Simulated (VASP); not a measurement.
Wanted: the native input for a VASP 6.6.1 run.

```yaml
Task: single point
Functional: PBEsol
Potentials_or_basis: VASP PAW PBE potentials, release 64 (Sn_d, Se)
Cutoff: 520 eV
k_mesh: 6 × 6 × 6
Occupations: fermi-dirac, width 0.05 eV
Spin: no spin polarisation
Dipole_correction: no
Further_INCAR_settings: ALGO = Normal; EDIFF = 1e-06; NBANDS = 32
```

The structure of Sn3Se lies in POSCAR:

```
Sn3Se
1.0
    4.5361401035      0.0000000000      0.0000000000
    0.0000000000      4.5361401035      0.0000000000
    0.0000000000      0.0000000000      4.5361401035
Sn Se
3 1
Direct
    0.5000000000      0.5000000000      0.0000000000
    0.5000000000      0.0000000000      0.5000000000
    0.0000000000      0.5000000000      0.5000000000
    0.0000000000      0.0000000000      0.0000000000
```

One way to write it, as run:

INCAR

```
SYSTEM = Sn3Se
ALGO = Normal ; EDIFF = 1E-6
ENCUT = 520 ; GGA = PS
ISIF = 2 ; ISMEAR = -1
LASPH = .TRUE. ; LCHARG = .TRUE.
LELF = .TRUE. ; LREAL = .FALSE.
LVHAR = .TRUE. ; LWAVE = .FALSE.
NBANDS = 32 ; NELM = 60
PREC = Accurate ; SIGMA = 0.05
```

KPOINTS

```
k-points
0
G
  6 6 6
  0 0 0
```

Potentials or basis: VASP PAW PBE potentials, release 64 (Sn_d, Se).

Run with:

```sh
$ cat potpaw_PBE.64/Sn_d/POTCAR potpaw_PBE.64/Se/POTCAR > POTCAR
$ mpirun -np 1 vasp_std > vasp.out
```

It gave:

- Pressure: 5.0 GPa
- Band gap on the k mesh: zero (band 24 reaches 11.11 eV, above the bottom of band 25 at 8.25 eV)

Caveat: the PAW data sets were made with another functional, which shifts forces and pressure a little; spin-orbit coupling is left out, which moves the levels of the heavy elements.

It took 74 s on 1 thread of AMD EPYC 7R43 64-Core Processor (Zen 3), on a shared host, peak memory 0.19 GiB.
